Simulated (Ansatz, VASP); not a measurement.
## Fe in VASP and in Ansatz

Contents of INCAR:

```
PREC = Accurate
ENCUT = 520
EDIFF = 1E-7
ISMEAR = -1
SIGMA = 0.1
LREAL = F
LASPH = T
NELM = 100
ALGO = Normal
ISIF = 2
LWAVE = F
LCHARG = F
GGA = RP
NBANDS = 15
```

The input KPOINTS:

```
regular mesh
0
Gamma
  16 16 9
```

The input POSCAR:

```
Fe
1.0
    2.4454007921      0.0000000000      0.0000000000
   -1.2227003961      2.1177792084      0.0000000000
    0.0000000000      0.0000000000      3.8675000751
Fe
2
Direct
    0.3333333333      0.6666666667      0.2500000000
    0.6666666667      0.3333333333      0.7500000000
```

Input for Ansatz:

```yaml
crystal:
  lattice:
    - [2.4454007921, 0.0, 0.0]
    - [-1.2227003961, 2.1177792084, 0.0]
    - [0.0, 0.0, 3.8675000751]
  atoms:
    - { symbol: Fe, position: [0.3333333333, 0.6666666667, 0.25] }
    - { symbol: Fe, position: [0.6666666667, 0.3333333333, 0.75] }
hamiltonian:
  xc: rpbe
  pseudopotentials:
    kind: paw
    azcp:
      Fe: "pseudopotentials/Fe.paw.azcp"
basis:
  ecutwfc: 420
  fft_grid_basis: typed
kpoints:
  mp_grid: { grid: [16, 16, 9], shift: [0, 0, 0] }
magnetization:
  spin_polarized: false
scf:
  occupations: { method: fermi_dirac, width: 0.1 }
  lower_state_search: "off"
output:
  stress: true
  write_density: true
  write_potential: true
  elf: true
  volumetric_format: npy
```

Alike in both runs: task single point; functional RPBE; k mesh 16 × 16 × 9; occupations fermi-dirac, width 0.1 eV; no spin polarisation.

|  | VASP | Ansatz |
| --- | --- | --- |
| version | VASP 6.6.1 | Ansatz 0.2.0 |
| potentials or method | VASP PAW PBE potentials, release 64 (Fe), cutoff 520 eV | plane waves (420 eV) with PAW, scalar-relativistic |
| valence electrons in the cell | 16 | 32 |

|  | VASP | Ansatz | Ansatz less VASP |
| --- | --- | --- | --- |
| pressure (GPa) | 11.3 | 12.0 | +0.76 |
| traceless stress, the component that is largest in VASP (GPa) | 0.19 | 0.36 | +0.175 |

VASP's potentials were made for PBE, not for RPBE. With one functional, cell and mesh, what is left measures potentials, basis and numerics. VASP's potentials hold 16 valence electrons a cell and Ansatz's 32, so a difference there can come from the potentials and not from the codes.
